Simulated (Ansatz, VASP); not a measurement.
# Fe5Pt: VASP beside Ansatz

```xyz
6
Lattice="2.6863 0.0000 0.0000 -1.3432 2.3264 0.0000 0.0000 0.0000 12.3441" Properties=species:S:1:pos:R:3 pbc="T T T"
Fe    0.0000    1.5509   10.1394
Fe    1.3432    0.7755    8.1335
Fe    0.0000    0.0000    6.1721
Fe    0.0000    1.5509    4.2106
Fe    1.3432    0.7755    2.2048
Pt    0.0000    0.0000    0.0000
```

Alike in both runs: task single point; functional PBE; k mesh 18 × 18 × 4; collinear spin.

|  | VASP | Ansatz |
| --- | --- | --- |
| version | VASP 6.6.1 | Ansatz 0.2.0 |
| potentials or method | VASP PAW PBE potentials, release 64 (Fe, Pt), cutoff 600 eV | scalar-relativistic, plane waves, PAW |
| occupations | tetrahedron | tetrahedron-uncorrected |
| valence electrons in the cell | 50 | 98 |

|  | VASP | Ansatz | Ansatz less VASP |
| --- | --- | --- | --- |
| gap on the k mesh at the Fermi level (eV) | none | none | - |
| pressure (GPa) | -0.6 | -0.3 | +0.30 |
| traceless stress, the component that is largest in VASP (GPa) | -0.05 | 0.06 | +0.106 |
| rms of the force components (eV/Å) | 0.009 | 0.009 | 0.0000 |
| net moment per atom (μB) | 2.26 | 2.26 | -0.001 |
| size of the moment on the site where the two differ most (μB) | 0.27 | 0.30 | +0.035 |

Site moments also hang on the region over which each program counts them. Atom by atom the forces differ by 0.005 eV/Å (rms over components). A gap of «none» marks a metal or a gap that the smearing closes. VASP's potentials hold 50 valence electrons a cell and Ansatz's 98, so a difference there can come from the potentials and not from the codes. Ansatz's warnings: band table not solved further.

Spin-orbit coupling is off throughout.
